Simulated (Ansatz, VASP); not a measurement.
## Two plane-wave programs on IrF

```
Ir F
1.0
     2.75387    0.00000    0.00000
     0.00000    2.75387    0.00000
     0.00000    0.00000    2.75387
Ir F
1 1
Direct
  0.00000 0.00000 0.00000
  0.50000 0.50000 0.50000
```

Change from the starting cell: species swapped into the NaCl type (Pm-3m, No. 221).

Alike in both runs: task single point; functional PBE; k mesh 6 × 6 × 6; occupations gaussian, width 0.1 eV; collinear spin.

|  | VASP | Ansatz |
| --- | --- | --- |
| version | VASP 6.6.1 | Ansatz 0.2.0 |
| potentials or method | VASP PAW PBE potentials, release 64 (Ir, F), cutoff 520 eV | scalar-relativistic, plane waves, PAW |
| valence electrons in the cell | 16 | 24 |

```csv
,VASP,Ansatz,Ansatz less VASP
gap on the k mesh at the Fermi level (eV),none,none,-
net moment per atom (μB),0.80,0.80,0.000
size of the moment on the site where the two differ most (μB),1.36,1.18,-0.182
```

Site moments also hang on the region over which each program counts them. A gap of «none» marks a metal or a gap that the smearing closes. VASP's potentials hold 16 valence electrons a cell and Ansatz's 24, so a difference there can come from the potentials and not from the codes.

The k mesh is coarse, so the values compare programs but aren't converged. Spin-orbit coupling is off throughout.
